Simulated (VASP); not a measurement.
# TiO2 in VASP: further runs

The runs below take TiO2 through single point, with PBE.

Program: VASP 6.6.1. These are calculated values, not measurements. Logs are shortened: lines on timing, memory, paths and dates and some standing lists are left out, and cuts for length are marked.

## 1. The cell of the first run

Symmetry: I4_1/amd, No. 141, tetragonal system. Conventional cell: a = 3.861 Å, b = 3.861 Å, c = 9.514 Å, α = 90.00°, β = 90.00°, γ = 90.00°. Within 2.6 Å of Ti (site symmetry -4m2) lie 6 O at 1.97 Å. Within 2.6 Å of O (site symmetry 2mm) lie 3 Ti at 1.97 Å and 2 O at 2.48 Å.

## 2. Single point, PBE (equal xx and yy strain of +2 %)

File INCAR:

```
PREC = Accurate
ENCUT = 520
EDIFF = 1E-6
ISMEAR = -1
SIGMA = 0.08
LREAL = F
LASPH = T
NELM = 80
ALGO = Normal
ISIF = 2
LWAVE = F
LCHARG = F
GGA = PE
NBANDS = 33
```

File KPOINTS:

```
Automatic mesh
0
Gamma
  13 13 13
```

File POSCAR:

```
TiO2
1.0
   -1.9303500000      1.9303500000      4.7570000000
    1.9303500000     -1.9303500000      4.7570000000
    1.9303500000      1.9303500000     -4.7570000000
Ti O
2 4
Direct
    0.0000000000      0.0000000000      0.0000000000
    0.7500000000      0.2500000000      0.5000000000
    0.2066000000      0.2066000000      0.0000000000
    0.9566000000      0.4566000000      0.5000000000
    0.5434000000      0.0434000000      0.5000000000
    0.7934000000      0.7934000000      0.0000000000
```

Potentials or basis: VASP PAW PBE potentials, release 64 (Ti_sv, O).

On the command line:

```bash
$ cat potpaw_PBE.64/Ti_sv/POTCAR potpaw_PBE.64/O/POTCAR > POTCAR
$ mpirun -np 1 vasp_std > vasp.out
```

OUTCAR:

```text
PREC = Accurate
   ENCUT = 520
   EDIFF = 1E-6
   ISMEAR = -1
   LREAL = F
   LASPH = T
   NELM = 80
   ISIF = 2
   GGA = PE

 ion  position               nearest neighbor table
   1  0.000  0.000  0.000-   3 1.97   6 1.97   4 1.97   5 1.97   5 1.97   4 1.97
   2  0.750  0.250  0.500-   4 1.97   5 1.97   6 1.97   3 1.97   6 1.97   3 1.97
   3  0.207  0.207  0.000-   1 1.97   2 1.97   2 1.97
   4  0.957  0.457  0.500-   2 1.97   1 1.97   1 1.97
   5  0.543  0.043  0.500-   2 1.97   1 1.97   1 1.97
   6  0.793  0.793  0.000-   1 1.97   2 1.97   2 1.97

  LATTYP: Found a body centered tetragonal cell.
 ALAT       =     3.8607000000
 C/A-ratio  =     2.4643199420

  Lattice vectors:

 A1 = (  -1.9303500000,   1.9303500000,   4.7570000000)
 A2 = (   1.9303500000,  -1.9303500000,   4.7570000000)
 A3 = (   1.9303500000,   1.9303500000,  -4.7570000000)

Analysis of symmetry for initial positions (statically):
=====================================================================
 Subroutine PRICEL returns:
 Original cell was already a primitive cell.

 Routine SETGRP: Setting up the symmetry group for a
 body centered tetragonal supercell.

 Subroutine GETGRP returns: Found 16 space group operations
 (whereof  8 operations were pure point group operations)
 out of a pool of 16 trial point group operations.

The static configuration has the point symmetry D_2d.
 The point group associated with its full space group is D_4h.

Analysis of symmetry for dynamics (positions and initial velocities):
=====================================================================
 Subroutine PRICEL returns:
 Original cell was already a primitive cell.

 Routine SETGRP: Setting up the symmetry group for a
 body centered tetragonal supercell.

 Subroutine GETGRP returns: Found 16 space group operations
 (whereof  8 operations were pure point group operations)
 out of a pool of 16 trial point group operations.

The dynamic configuration has the point symmetry D_2d.
 The point group associated with its full space group is D_4h.

 Subroutine INISYM returns: Found 16 space group operations
 (whereof  8 operations are pure point group operations),
 and found     1 'primitive' translations

----------------------------------------------------------------------------------------

                                     Primitive cell

  volume of cell :      70.9031

  direct lattice vectors                    reciprocal lattice vectors
    -1.930350000  1.930350000  4.757000000     0.000000000  0.259020385  0.105108262
     1.930350000 -1.930350000  4.757000000     0.259020385  0.000000000  0.105108262
     1.930350000  1.930350000 -4.757000000     0.259020385  0.259020385  0.000000000

  length of vectors
     5.484665099  5.484665099  5.484665099     0.279534088  0.279534088  0.366310141

  position of ions in fractional coordinates (direct lattice)
     0.000000000  0.000000000  0.000000000
     0.750000000  0.250000000  0.500000000
     0.206600000  0.206600000  0.000000000
     0.956600000  0.456600000  0.500000000
     0.543400000  0.043400000  0.500000000
     0.793400000  0.793400000  0.000000000

  ion indices of the primitive-cell ions
   primitive index   ion index
                 1           1
                 2           2
                 3           3
                 4           4
                 5           5
                 6           6

----------------------------------------------------------------------------------------

 KPOINTS: Automatic mesh

Automatic generation of k-mesh.
 Grid dimensions read from file:
 generate k-points for:   13   13   13

 Generating k-lattice:

  Cartesian coordinates                     Fractional coordinates (reciprocal lattice)
     0.000000000  0.019924645  0.008085251     0.076923077  0.000000000 -0.000000000
     0.019924645  0.000000000  0.008085251     0.000000000  0.076923077 -0.000000000
     0.019924645  0.019924645  0.000000000     0.000000000  0.000000000  0.076923077

  Length of vectors
     0.021502622  0.021502622  0.028177703

  Shift w.r.t. Gamma in fractional coordinates (k-lattice)
     0.000000000  0.000000000  0.000000000

 Subroutine IBZKPT returns following result:
 ===========================================

 Found    196 irreducible k-points:

 Following reciprocal coordinates:
            Coordinates               Weight
  0.000000  0.000000  0.000000      1.000000
  0.076923  0.000000 -0.000000      8.000000
  0.153846  0.000000  0.000000      8.000000
  0.230769  0.000000 -0.000000      8.000000
  0.307692  0.000000  0.000000      8.000000
  0.384615 -0.000000  0.000000      8.000000
[... 16 lines left out ...]
  0.384615  0.153846  0.000000     16.000000
  0.461538  0.153846 -0.000000     16.000000
 [... further k-points ...]
   k-points           NKPTS =    196   k-points in BZ     NKDIM =    196   number of bands    NBANDS=     33
   number of dos      NEDOS =    301   number of ions     NIONS =      6
   total plane-waves  NPLWV =  74088
   dimension x,y,z NGX =    42 NGY =   42 NGZ =   42
   dimension x,y,z NGXF=    84 NGYF=   84 NGZF=   84
   ions per type =               2   4
   NGX,Y,Z   is equivalent  to a cutoff of  12.73, 12.73, 12.73 a.u.
   NGXF,Y,Z  is equivalent  to a cutoff of  25.46, 25.46, 25.46 a.u.
 SYSTEM =  unknown system
   PREC   = accura    normal or accurate (medium, high low for compatibility)
   ISTART =      0    job   : 0-new  1-cont  2-samecut
   ICHARG =      2    charge: 1-file 2-atom 10-const
   ISPIN  =      1    spin polarized calculation?
   LNONCOLLINEAR =      F non collinear calculations
   LSORBIT =      F    spin-orbit coupling
   LASPH  =      T    aspherical Exc in radial PAW
   ENCUT  =  520.0 eV  38.22 Ry    6.18 a.u.  10.20 10.20 10.20*2*pi/ulx,y,z
   NELM   =     80;   NELMIN=  2; NELMDL= -5     # of ELM steps
   EDIFF  = 0.1E-05   stopping-criterion for ELM
   LREAL  =      F    real-space projection
   EDIFFG = 0.1E-04   stopping-criterion for IOM
   NSW    =      0    number of steps for IOM
   IBRION =     -1    ionic relax: 0-MD 1-quasi-New 2-CG
   NFREE  =      0    steps in history (QN), initial steepest desc. (CG)
   ISIF   =      2    stress and relaxation
   ISYM   =      2    0-nonsym 1-usesym 2-fastsym
   POTIM  = 0.5000    time-step for ionic-motion
   TEBEG  =    0.0;   TEEND  =   0.0 temperature during run
   PSTRESS=    0.0 pullay stress
   NELECT =      48.0000    total number of electrons
   NUPDOWN=      -1.0000    fix difference up-down
   EMIN   =  10.00;   EMAX   =-10.00  energy-range for DOS
   EFERMI =   0.00;   METHOD = LEGACY
   ISMEAR =    -1;   SIGMA  =   0.08  broadening in eV -4-tet -1-fermi 0-gaus
   EFERMI_NEDOS =   21; number of points for ismear=-14 and -15
   IALGO  =     38    algorithm
   IMIX   =      4    mixing-type and parameters
     AMIX     =   0.40;   BMIX     =  1.00
     AMIX_MAG =   1.60;   BMIX_MAG =  1.00
  volume/ion in A,a.u.               =      11.82        79.75
  Fermi-wavevector in a.u.,A,eV,Ry     =   1.437475  2.716433 28.114167  2.066333
  Thomas-Fermi vector in A             =   2.556548
   LORBIT       =      0    0 simple, 1 ext, 2 COOP (PROOUT), +10 PAW based schemes
   GGA     = PE    functional components
   LHFCALC =     F    Hartree Fock is set to
   AEXX    =    0.0000 exact exchange contribution
   IVDW    =     0    specifies the selected vdW correction
   LEPSILON=     F    determine dielectric tensor
   LRPA    =     F    only Hartree local field effects (RPA)
 non-spin polarized calculation
  energy-cutoff  :      520.00
  volume of cell :       70.90
 maximum number of plane-waves:      1925
 NGX is ok and might be reduce to    42
   NGX = 21   NGY = 21   NGZ = 21

 number of electron      48.0000007 magnetization

 Free energy of the ion-electron system (eV)
  ---------------------------------------------------
  ext. energy  EPLUGINS =         0.00000000
  ---------------------------------------------------
  free energy    TOTEN  =       -53.82474311 eV

  energy without entropy =      -53.82474286  energy(sigma->0) =      -53.82474298

 E-fermi :   4.1035     XC(G=0): -10.5230

 val. band max:        2.9753489201   @ k =  -0.4615   0.4615   0.0000
 cond. band min:       5.0276384855   @ k =   0.0000   0.0000   0.0000
 fundamental gap:      2.0522895653
 Fermi energy:         4.1034674011

 k-point     1 :       0.0000    0.0000    0.0000
  band No.  band energies     occupation
      1     -53.5000      2.00000
      2     -53.4458      2.00000
      3     -29.9291      2.00000
      4     -29.7068      2.00000
      5     -29.7068      2.00000
      6     -29.6389      2.00000
[... 25 lines left out ...]
     32       7.9404      0.00000
     33       8.2029      0.00000

 k-point     2 :       0.0769    0.0000   -0.0000
  band No.  band energies     occupation
      1     -53.4994      2.00000
      2     -53.4463      2.00000
      3     -29.9275      2.00000
      4     -29.7135      2.00000
      5     -29.7074      2.00000
      6     -29.6412      2.00000
[... 25 lines left out ...]
     32       8.0698      0.00000
     33       8.2735      0.00000

 k-point     3 :       0.1538    0.0000    0.0000
  band No.  band energies     occupation
      1     -53.4974      2.00000
      2     -53.4477      2.00000
      3     -29.9232      2.00000
      4     -29.7315      2.00000
      5     -29.7089      2.00000
      6     -29.6472      2.00000
[... 25 lines left out ...]
     32       8.2025      0.00000
     33       8.5633      0.00000

 k-point     4 :       0.2308    0.0000   -0.0000
  band No.  band energies     occupation
      1     -53.4944      2.00000
      2     -53.4500      2.00000
      3     -29.9169      2.00000
      4     -29.7558      2.00000
      5     -29.7109      2.00000
      6     -29.6546      2.00000
[... 25 lines left out ...]
     32       8.3936      0.00000
     33       8.8680      0.00000

 k-point     5 :       0.3077    0.0000    0.0000
  band No.  band energies     occupation
      1     -53.4908      2.00000
      2     -53.4528      2.00000
      3     -29.9100      2.00000
      4     -29.7814      2.00000
      5     -29.7128      2.00000
      6     -29.6608      2.00000
[... 604 lines left out ...]
 k-point    22 :       0.3077    0.1538    0.0000
  band No.  band energies     occupation
      1     -53.4865      2.00000
      2     -53.4565      2.00000
      3     -29.8954      2.00000
      4     -29.7978      2.00000
      5     -29.7275      2.00000
      6     -29.6706      2.00000
[... 25 lines left out ...]
     32       9.0832      0.00000
     33       9.2306      0.00000

 k-point    23 :       0.3846    0.1538    0.0000
  band No.  band energies     occupation
      1     -53.4835      2.00000
      2     -53.4588      2.00000
      3     -29.8928      2.00000
      4     -29.8170      2.00000
      5     -29.7281      2.00000
      6     -29.6775      2.00000
[... 25 lines left out ...]
     32       9.1891      0.00000
     33       9.3435      0.00000

 k-point    24 :       0.4615    0.1538   -0.0000
  band No.  band energies     occupation
      1     -53.4825      2.00000
      2     -53.4595      2.00000
      3     -29.8960      2.00000
      4     -29.8248      2.00000
      5     -29.7276      2.00000
      6     -29.6819      2.00000
[... 25 lines left out ...]
     32       9.2404      0.00000
     33       9.4586      0.00000

 [... further k-points ...]
[... 5 lines left out ...]
  --------------------------------------------------------------------------------------
  -------------------------------------------------------------------------------------
  Total       -1.7373883     -1.7373883      1.6265515      0.0000000      0.0000000      0.0000000
  in kB      -39.2592694    -39.2592694     36.7547219      0.0000000      0.0000000      0.0000000
  external PRESSURE =     -13.9212723 kB  Pullay stress =       0.0000000 kB

 VOLUME and BASIS-vectors are now :
 -----------------------------------------------------------------------------
  energy-cutoff  :      520.00
  volume of cell :       70.90
      direct lattice vectors                 reciprocal lattice vectors
    -1.930350000  1.930350000  4.757000000     0.000000000  0.259020385  0.105108262
     1.930350000 -1.930350000  4.757000000     0.259020385  0.000000000  0.105108262
     1.930350000  1.930350000 -4.757000000     0.259020385  0.259020385  0.000000000

 POSITION                                       TOTAL-FORCE (eV/Angst)
 -----------------------------------------------------------------------------------
      0.00000      0.00000      0.00000         0.000000      0.000000     -0.000000
     -0.00000      1.93035      2.37850         0.000000      0.000000      0.000000
      0.00000      0.00000      1.96559        -0.000000     -0.000000      0.346622
      0.00000      1.93035      4.34409        -0.000000     -0.000000      0.346622
      0.00000      1.93035      0.41291         0.000000      0.000000     -0.346622
      0.00000      0.00000      7.54841         0.000000      0.000000     -0.346622
 -----------------------------------------------------------------------------------
    total drift:                                0.000000     -0.000000     -0.000000

  FREE ENERGIE OF THE ION-ELECTRON SYSTEM (eV)
  ---------------------------------------------------
  free  energy   TOTEN  =       -53.8247431065 eV

  energy  without entropy=      -53.8247428617  energy(sigma->0) =      -53.82474298
```

Wall time 20 min (1 thread of Oxide Virtual Turin-like, shared host); peak memory 0.47 GiB.

Results:

- Free energy: -53.8247 eV
- Pressure: -1.4 GPa
- Largest force: 0.347 eV/Å
- Band gap on the k mesh: 2.05 eV (least direct gap 2.33 eV)

Forces in eV/Å, atoms in the order of the input:
```
Ti   0.000  0.000  0.000
Ti   0.000  0.000  0.000
O    0.000  0.000  0.347
O    0.000  0.000  0.347
O    0.000  0.000 -0.347
O    0.000  0.000 -0.347
```

Caveat: the cell differs from its parent crystal (equal xx and yy strain of +2 %); the stress differs along the axes, from -4 to 4 GPa. A k mesh can miss the band edges.

(Continued in part 2 of 2.)
